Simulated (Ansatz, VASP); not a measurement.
**Two plane-wave programs on K2SiB2**

INCAR

```
SYSTEM = K2SiB2
PREC = Accurate
ENCUT = 520
EDIFF = 1E-6
ISMEAR = 0
SIGMA = 0.1
LREAL = .False.
LASPH = .True.
NELM = 100
ALGO = Normal
ISIF = 2
LWAVE = .False.
LCHARG = .False.
GGA = PE
NBANDS = 22
```

The input KPOINTS:

```
regular mesh
0
Gamma
  6 6 2
  0 0 0
```

The input POSCAR:

```
K2SiB2
1.0
    3.4127948700      0.0000000000      0.0000000000
   -1.7063974300      2.9555670500      0.0000000000
    0.0000000000      0.0000000000      9.6773874100
K Si B
2 1 2
Direct
    0.6666666700      0.3333333300      0.3050729900
    0.3333333300      0.6666666700      0.6949270100
    0.0000000000      0.0000000000      0.0000000000
    0.6666666700      0.3333333300      0.8715950300
    0.3333333300      0.6666666700      0.1284049700
```

Input for Ansatz:

```yaml
crystal:
  lattice:
    - [3.41279487, 0.0, 0.0]
    - [-1.70639743, 2.95556705, 0.0]
    - [0.0, 0.0, 9.67738741]
  atoms:
    - { symbol: K, position: [0.66666667, 0.33333333, 0.30507299] }
    - { symbol: K, position: [0.33333333, 0.66666667, 0.69492701] }
    - { symbol: Si, position: [0.0, 0.0, 0.0] }
    - { symbol: B, position: [0.66666667, 0.33333333, 0.87159503] }
    - { symbol: B, position: [0.33333333, 0.66666667, 0.12840497] }
basis:
  ecutwfc: 420
kpoints:
  mp_grid: { grid: [6, 6, 2] }
hamiltonian:
  xc: pbe
scf:
  occupations: { method: gaussian, width: 0.1 }
  lower_state_search: "off"
output:
  forces: true
  stress: true
  eigenvalues: true
```

Change from the starting cell: species swapped into the Nb2CS2 type (P-3m1, No. 164).

Alike in both runs: task single point; functional PBE; k mesh 6 × 6 × 2; occupations gaussian, width 0.1 eV; no spin polarisation.

```csv
,VASP,Ansatz
version,VASP 6.6.1,Ansatz 0.2.0
potentials or method,"VASP PAW PBE potentials, release 64 (K_sv, Si, B), cutoff 520 eV","scalar-relativistic, plane waves, PAW"
valence electrons in the cell,28,28
```

|  | VASP | Ansatz | Ansatz less VASP |
| --- | --- | --- | --- |
| gap on the k mesh at the Fermi level (eV) | none | none | - |
| pressure (GPa) | 3.8 | 3.6 | -0.14 |
| traceless stress, the component that is largest in VASP (GPa) | -5.88 | -5.92 | -0.042 |
| rms of the force components (eV/Å) | 1.424 | 1.411 | -0.0130 |

Atom by atom the forces differ by 0.016 eV/Å (rms over components). A gap of «none» marks a metal or a gap that the smearing closes. With one functional, cell and mesh, what is left measures potentials, basis and numerics.
